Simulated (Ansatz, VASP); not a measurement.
**Rb in VASP and in Ansatz**

POSCAR

```
Rb
1.0
   -2.9223348821      2.9223348821      2.9223348821
    2.9223348821     -2.9223348821      2.9223348821
    2.9223348821      2.9223348821     -2.9223348821
Rb
1
Direct
    0.0000000000      0.0000000000      0.0000000000
```

INCAR.step1

```
SYSTEM = Rb
PREC = Accurate ; ENCUT = 520
ISMEAR = 0 ; SIGMA = 0.1
LREAL = .FALSE. ; LASPH = .TRUE.
NELM = 100 ; NBANDS = 10
GGA = PE ; ALGO = Normal
EDIFF = 1E-4 ; LWAVE = .TRUE.
LCHARG = .FALSE.
```

Contents of INCAR.step2:

```
SYSTEM = Rb
PREC = Accurate ; ENCUT = 520
EDIFF = 1E-7 ; ISMEAR = 0
SIGMA = 0.1 ; LREAL = .FALSE.
LASPH = .TRUE. ; NELM = 100
ALGO = Normal ; ISIF = 2
LWAVE = .FALSE. ; LCHARG = .FALSE.
METAGGA = R2SCAN ; LMIXTAU = .TRUE.
LUSE_VDW = .TRUE. ; IVDW_NL = 2
BPARAM = 11.95 ; CPARAM = 0.0093
NBANDS = 10 ; ISTART = 1
```

File KPOINTS:

```
regular mesh
0
G
  10 10 10
  0 0 0
```

Input for Ansatz:

```yaml
crystal:
  lattice:
    - [-2.9223348821, 2.9223348821, 2.9223348821]
    - [2.9223348821, -2.9223348821, 2.9223348821]
    - [2.9223348821, 2.9223348821, -2.9223348821]
  atoms:
    - { symbol: Rb, position: [0.0, 0.0, 0.0] }
basis:
  ecutwfc: 500
kpoints:
  mp_grid: { grid: [10, 10, 10] }
hamiltonian:
  xc: r2scan
  dispersion: rvv10
  pseudopotentials: { kind: paw }
scf:
  occupations: { method: gaussian, width: 0.1 }
output:
  forces: true
  stress: true
  eigenvalues: true
```

Alike in both runs: task single point; functional r2SCAN; dispersion rVV10; k mesh 10 × 10 × 10; occupations gaussian, width 0.1 eV; no spin polarisation.

|  | VASP | Ansatz |
| --- | --- | --- |
| version | VASP 6.6.1 | Ansatz 0.2.0 |
| potentials or method | VASP PAW PBE potentials, release 64 (Rb_sv), cutoff 520 eV | scalar-relativistic, plane waves, PAW |
| valence electrons in the cell | 9 | 9 |

|  | VASP | Ansatz | Ansatz less VASP |
| --- | --- | --- | --- |
| gap on the k mesh at the Fermi level (eV) | none | none | - |
| pressure (GPa) | -0.2 | -0.2 | -0.01 |

VASP's potentials were made for PBE, not for r2SCAN. A gap of «none» marks a metal or a gap that the smearing closes.
